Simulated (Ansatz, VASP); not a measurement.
Sb: VASP beside Ansatz

```
Sb
1.0
     2.11022    1.21834    3.68128
    -2.11022    1.21834    3.68128
     0.00000   -2.43668    3.68128
Sb
2
Direct
  0.76651 0.76651 0.76651
  0.23349 0.23349 0.23349
```

Alike in both runs: task single point; functional HSE06; k mesh 4 × 4 × 4; occupations fermi-dirac, width 0.05 eV; no spin polarisation.

|  | VASP | Ansatz |
| --- | --- | --- |
| version | VASP 6.6.1 | Ansatz 0.2.0 |
| potentials or method | VASP PAW PBE potentials, release 64 (Sb) | Ansatz PAW |
| plane-wave cutoff (eV) | 520 | 420 |
| valence electrons in the cell | 10 | 30 |

Ansatz gave:

- gap on the k mesh at the Fermi level (eV): 0.21
- least direct gap on the mesh (eV): 0.36
- pressure (GPa): 5.2
- traceless stress, the component that is largest in VASP (GPa): -1.00
- rms of the force components (eV/Å): 0.018

Problem. Estimate VASP's values.

Solution. gap on the k mesh at the Fermi level (eV): 0.24; least direct gap on the mesh (eV): 0.39; pressure (GPa): 4.1; traceless stress, the component that is largest in VASP (GPa): -0.91; rms of the force components (eV/Å): 0.027.

Atom by atom the forces differ by 0.045 eV/Å (rms over components). VASP's potentials hold 10 valence electrons a cell and Ansatz's 30, so a difference there can come from the potentials and not from the codes.

The k mesh is coarse, so the values compare programs but aren't converged. Neither program's run includes spin-orbit coupling.
